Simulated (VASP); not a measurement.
# Li2AsCl (R-3m) in VASP: single point with PBE

Aim: the single point of Li2AsCl with PBE.

All numbers are computed with VASP 6.6.1; they aren't measurements. Logs are shortened: lines on timing, memory, paths and dates and some standing lists are left out, and cuts for length are marked.

**1. The cell of the first run**

Symmetry: R-3m, No. 166, trigonal system. The conventional cell has a = 3.749 Å, b = 3.749 Å, c = 19.005 Å, α = 90.00°, β = 90.00°, γ = 120.00°. As (site symmetry -3m) has 6 Li at 2.49 Å within 3.3 Å. Within 3.8 Å of Cl (site symmetry -3m) lie 6 Li at 2.91 Å and 6 Cl at 3.75 Å. Within 3.3 Å of Li (site symmetry 3m) lie 3 As at 2.49 Å and 3 Cl at 2.91 Å and 3 Li at 3.27 Å.

**2. Single point, PBE**

Contents of INCAR:

```
  ALGO = Normal
  EDIFF = 1E-7
  ENCUT = 520
  GGA = PE
  ISIF = 2
  ISMEAR = 1
  LASPH = T
  LCHARG = T
  LELF = T
  LREAL = F
  LVHAR = T
  LWAVE = F
  NBANDS = 17
  NELM = 100
  PREC = Accurate
  SIGMA = 0.0426
```

Contents of KPOINTS:

```
k-points
0
Gamma
  8 8 8
```

Contents of POSCAR:

```
Li2AsCl
1.0
    1.8744570000      3.2466520000      0.0000000000
   -1.8744570000      3.2466520000      0.0000000000
   -1.8744570000      1.0822150000      6.3348730000
As Cl Li
1 1 2
Direct
    0.5000000000      0.0000000000      0.5000000000
    0.0000000000      0.0000000000      0.0000000000
    0.2313000000      0.5374000000      0.6939000000
    0.7687000000      0.4626000000      0.3061000000
```

Potentials or basis: VASP PAW PBE potentials, release 64 (As, Cl, Li_sv).

Command:

```console
> cat potpaw_PBE.64/As/POTCAR potpaw_PBE.64/Cl/POTCAR potpaw_PBE.64/Li_sv/POTCAR > POTCAR
> mpirun -np 1 vasp_std > vasp.out
```

OUTCAR:

```text
EDIFF = 1E-7
   ENCUT = 520
   GGA = PE
   ISIF = 2
   ISMEAR = 1
   LASPH = T
   LREAL = F
   NELM = 100
   PREC = Accurate

 ion  position               nearest neighbor table
   1  0.500  0.000  0.500-   3 2.49   4 2.49   3 2.49   3 2.49   4 2.49   4 2.49
   2  0.000  0.000  0.000-
   3  0.231  0.537  0.694-   1 2.49   1 2.49   1 2.49
   4  0.769  0.463  0.306-   1 2.49   1 2.49   1 2.49

  LATTYP: Found a trigonal (rhomboedric) cell.
 ALAT       =     6.6944300935
 COS(alpha) =     0.8431972271

  Lattice vectors:

 A1 = (   1.8744570000,   1.0822150000,   6.3348730000)
 A2 = (  -1.8744570000,   1.0822150000,   6.3348730000)
 A3 = (   0.0000000000,  -2.1644370000,   6.3348730000)

Analysis of symmetry for initial positions (statically):
=====================================================================
 Subroutine PRICEL returns:
 Original cell was already a primitive cell.

 Routine SETGRP: Setting up the symmetry group for a
 trigonal (rhombohedral) supercell.

 Subroutine GETGRP returns: Found 12 space group operations
 (whereof 12 operations were pure point group operations)
 out of a pool of 12 trial point group operations.

The static configuration has the point symmetry D_3d.

Analysis of symmetry for dynamics (positions and initial velocities):
=====================================================================
 Subroutine PRICEL returns:
 Original cell was already a primitive cell.

 Routine SETGRP: Setting up the symmetry group for a
 trigonal (rhombohedral) supercell.

 Subroutine GETGRP returns: Found 12 space group operations
 (whereof 12 operations were pure point group operations)
 out of a pool of 12 trial point group operations.

The dynamic configuration has the point symmetry D_3d.

 Subroutine INISYM returns: Found 12 space group operations
 (whereof 12 operations are pure point group operations),
 and found     1 'primitive' translations

----------------------------------------------------------------------------------------

                                     Primitive cell

  volume of cell :      77.1044

  direct lattice vectors                    reciprocal lattice vectors
     1.874457000  3.246652000  0.000000000     0.266743916  0.154004802  0.052618844
    -1.874457000  3.246652000  0.000000000    -0.266743916  0.154004802 -0.105237517
    -1.874457000  1.082215000  6.334873000     0.000000000  0.000000000  0.157856361

  length of vectors
     3.748911609  3.748911609  6.694430094     0.312471660  0.325491522  0.157856361

  position of ions in fractional coordinates (direct lattice)
     0.500000000  0.000000000  0.500000000
     0.000000000  0.000000000  0.000000000
     0.231300000  0.537400000  0.693900000
     0.768700000  0.462600000  0.306100000

  ion indices of the primitive-cell ions
   primitive index   ion index
                 1           1
                 2           2
                 3           3
                 4           4

----------------------------------------------------------------------------------------

 KPOINTS: k-points

Automatic generation of k-mesh.
 Grid dimensions read from file:
 generate k-points for:    8    8    8

 Generating k-lattice:

  Cartesian coordinates                     Fractional coordinates (reciprocal lattice)
     0.033342989  0.019250600  0.006577355     0.125000000  0.000000000 -0.000000000
    -0.033342989  0.019250600 -0.013154690     0.000000000  0.125000000  0.000000000
     0.000000000  0.000000000  0.019732045     0.000000000  0.000000000  0.125000000

  Length of vectors
     0.039058958  0.040686440  0.019732045

  Shift w.r.t. Gamma in fractional coordinates (k-lattice)
     0.000000000  0.000000000  0.000000000

 Subroutine IBZKPT returns following result:
 ===========================================

 Found     65 irreducible k-points:

 Following reciprocal coordinates:
            Coordinates               Weight
  0.000000  0.000000  0.000000      1.000000
  0.125000  0.000000  0.000000      6.000000
  0.250000  0.000000  0.000000      6.000000
  0.375000  0.000000  0.000000      6.000000
  0.500000  0.000000  0.000000      3.000000
  0.000000  0.125000 -0.000000      6.000000
[... 16 lines left out ...]
  0.125000  0.000000  0.125000      6.000000
  0.250000  0.000000  0.125000      6.000000
 [... further k-points ...]
   k-points           NKPTS =     65   k-points in BZ     NKDIM =     65   number of bands    NBANDS=     17
   number of dos      NEDOS =    301   number of ions     NIONS =      4
   total plane-waves  NPLWV =  39200
   dimension x,y,z NGX =    28 NGY =   28 NGZ =   50
   dimension x,y,z NGXF=    56 NGYF=   56 NGZF=  100
   ions per type =               1   1   2
   NGX,Y,Z   is equivalent  to a cutoff of  12.42, 12.42, 12.42 a.u.
   NGXF,Y,Z  is equivalent  to a cutoff of  24.83, 24.83, 24.83 a.u.
 SYSTEM =  unknown system
   PREC   = accura    normal or accurate (medium, high low for compatibility)
   ISTART =      0    job   : 0-new  1-cont  2-samecut
   ICHARG =      2    charge: 1-file 2-atom 10-const
   ISPIN  =      1    spin polarized calculation?
   LNONCOLLINEAR =      F non collinear calculations
   LSORBIT =      F    spin-orbit coupling
   LASPH  =      T    aspherical Exc in radial PAW
   ENCUT  =  520.0 eV  38.22 Ry    6.18 a.u.   6.97  6.97 12.45*2*pi/ulx,y,z
   NELM   =    100;   NELMIN=  2; NELMDL= -5     # of ELM steps
   EDIFF  = 0.1E-06   stopping-criterion for ELM
   LREAL  =      F    real-space projection
   EDIFFG = 0.1E-05   stopping-criterion for IOM
   NSW    =      0    number of steps for IOM
   IBRION =     -1    ionic relax: 0-MD 1-quasi-New 2-CG
   NFREE  =      0    steps in history (QN), initial steepest desc. (CG)
   ISIF   =      2    stress and relaxation
   ISYM   =      2    0-nonsym 1-usesym 2-fastsym
   POTIM  = 0.5000    time-step for ionic-motion
   TEBEG  =    0.0;   TEEND  =   0.0 temperature during run
   PSTRESS=    0.0 pullay stress
   NELECT =      18.0000    total number of electrons
   NUPDOWN=      -1.0000    fix difference up-down
   EMIN   =  10.00;   EMAX   =-10.00  energy-range for DOS
   EFERMI =   0.00;   METHOD = LEGACY
   ISMEAR =     1;   SIGMA  =   0.04  broadening in eV -4-tet -1-fermi 0-gaus
   EFERMI_NEDOS =   21; number of points for ismear=-14 and -15
   IALGO  =     38    algorithm
   IMIX   =      4    mixing-type and parameters
     AMIX     =   0.40;   BMIX     =  1.00
     AMIX_MAG =   1.60;   BMIX_MAG =  1.00
  volume/ion in A,a.u.               =      19.28       130.08
  Fermi-wavevector in a.u.,A,eV,Ry     =   1.008028  1.904897 13.825160  1.016121
  Thomas-Fermi vector in A             =   2.140870
   LORBIT       =      0    0 simple, 1 ext, 2 COOP (PROOUT), +10 PAW based schemes
   GGA     = PE    functional components
   LHFCALC =     F    Hartree Fock is set to
   AEXX    =    0.0000 exact exchange contribution
   IVDW    =     0    specifies the selected vdW correction
   LEPSILON=     F    determine dielectric tensor
   LRPA    =     F    only Hartree local field effects (RPA)
 non-spin polarized calculation
 Methfessel and Paxton  Order N= 1 SIGMA  =   0.04
  energy-cutoff  :      520.00
  volume of cell :       77.10
 maximum number of plane-waves:      2091
   NGX = 13   NGY = 13   NGZ = 25

 number of electron      17.9999995 magnetization

 Free energy of the ion-electron system (eV)
  ---------------------------------------------------
  ext. energy  EPLUGINS =         0.00000000
  ---------------------------------------------------
  free energy    TOTEN  =       -12.34620837 eV

  energy without entropy =      -12.34499108  energy(sigma->0) =      -12.34580261

 E-fermi :   1.2835     XC(G=0):  -8.5345

 val. band max:        1.2816601327   @ k =  -0.1250   0.2500  -0.0000
 cond. band min:       1.2838965564   @ k =  -0.2500  -0.3750   0.1250
 fundamental gap:      0.0022364237
 Fermi energy:         1.2834991894

 k-point     1 :       0.0000    0.0000    0.0000
  band No.  band energies     occupation
      1     -43.7660      2.00000
      2     -43.7605      2.00000
      3     -12.4580      2.00000
      4      -8.9963      2.00000
      5      -1.9945      2.00000
      6       0.4554      2.00000
[... 9 lines left out ...]
     16      11.6044      0.00000
     17      11.8515      0.00000

 k-point     2 :       0.1250    0.0000    0.0000
  band No.  band energies     occupation
      1     -43.7656      2.00000
      2     -43.7605      2.00000
      3     -12.4130      2.00000
      4      -8.8860      2.00000
      5      -1.8816      2.00000
      6       0.0851      2.00000
[... 9 lines left out ...]
     16      11.3466      0.00000
     17      11.3874      0.00000

 k-point     3 :       0.2500    0.0000    0.0000
  band No.  band energies     occupation
      1     -43.7646      2.00000
      2     -43.7605      2.00000
      3     -12.3006      2.00000
      4      -8.5915      2.00000
      5      -1.5646      2.00000
      6      -0.6712      2.00000
[... 9 lines left out ...]
     16      10.9015      0.00000
     17      11.4336      0.00000

 k-point     4 :       0.3750    0.0000    0.0000
  band No.  band energies     occupation
      1     -43.7635      2.00000
      2     -43.7607      2.00000
      3     -12.1823      2.00000
      4      -8.2427      2.00000
      5      -1.3670      2.00000
      6      -1.1971      2.00000
[... 9 lines left out ...]
     16      10.9118      0.00000
     17      11.7082      0.00000
[... 343 lines left out ...]
      1     -43.7660      2.00000
      2     -43.7605      2.00000
      3     -12.4560      2.00000
      4      -9.0064      2.00000
      5      -1.9027      2.00000
      6       0.4555      2.00000
[... 9 lines left out ...]
     16      11.6788      0.00000
     17      11.9154      0.00000

 k-point    23 :       0.1250    0.0000    0.1250
  band No.  band energies     occupation
      1     -43.7656      2.00000
      2     -43.7605      2.00000
      3     -12.4101      2.00000
      4      -8.9011      2.00000
      5      -1.7353      2.00000
      6       0.0693      2.00000
[... 9 lines left out ...]
     16      10.6400      0.00000
     17      11.2850      0.00000

 k-point    24 :       0.2500    0.0000    0.1250
  band No.  band energies     occupation
      1     -43.7646      2.00000
      2     -43.7605      2.00000
      3     -12.2978      2.00000
      4      -8.6073      2.00000
      5      -1.3837      2.00000
      6      -0.6848      2.00000
[... 9 lines left out ...]
     16      10.5834      0.00000
     17      11.1910      0.00000

 [... further k-points ...]
[... 5 lines left out ...]
  --------------------------------------------------------------------------------------
  -------------------------------------------------------------------------------------
  Total        0.5252395      0.5252387     -0.1697540     -0.0000000      0.0000001     -0.0000000
  in kB       10.9141237     10.9141051     -3.5273746     -0.0000000      0.0000013     -0.0000000
  external PRESSURE =       6.1002848 kB  Pullay stress =       0.0000000 kB

 VOLUME and BASIS-vectors are now :
 -----------------------------------------------------------------------------
  energy-cutoff  :      520.00
  volume of cell :       77.10
      direct lattice vectors                 reciprocal lattice vectors
     1.874457000  3.246652000  0.000000000     0.266743916  0.154004802  0.052618844
    -1.874457000  3.246652000  0.000000000    -0.266743916  0.154004802 -0.105237517
    -1.874457000  1.082215000  6.334873000     0.000000000  0.000000000  0.157856361

 POSITION                                       TOTAL-FORCE (eV/Angst)
 -----------------------------------------------------------------------------------
      0.00000      2.16443      3.16744         0.000000      0.000000      0.000000
      0.00000      0.00000      0.00000         0.000000     -0.000000      0.000000
     -1.87446      3.24665      4.39577         0.000000     -0.000001      1.590773
      0.00000      4.32887      1.93910         0.000000      0.000001     -1.590773
 -----------------------------------------------------------------------------------
    total drift:                               -0.000000      0.000000      0.000000

  FREE ENERGIE OF THE ION-ELECTRON SYSTEM (eV)
  ---------------------------------------------------
  free  energy   TOTEN  =       -12.3462083716 eV

  energy  without entropy=      -12.3449910769  energy(sigma->0) =      -12.34580261
```

Run time: 63 s. Hardware: 1 thread of Intel Xeon Platinum 8488C (Sapphire Rapids), shared host; peak memory 0.24 GiB.

Results:

- Free energy: -12.3462 eV
- Largest force: 1.591 eV/Å
- Band gap on the k mesh: zero (band 9 reaches 2.73 eV, above the bottom of band 10 at 0.95 eV)

Forces on the atoms (eV/Å):
```
As   0.000  0.000  0.000
Cl   0.000  0.000  0.000
Li   0.000  0.000  1.591
Li   0.000  0.000 -1.591
```

Caveat: the cutoff is under 1.25 times the usual one of these potentials, so pressure, stress and relaxed cells hold a basis-set (Pulay) error; forces of over 1 eV/Å act on the atoms, so gaps and moduli don't describe the material at rest.
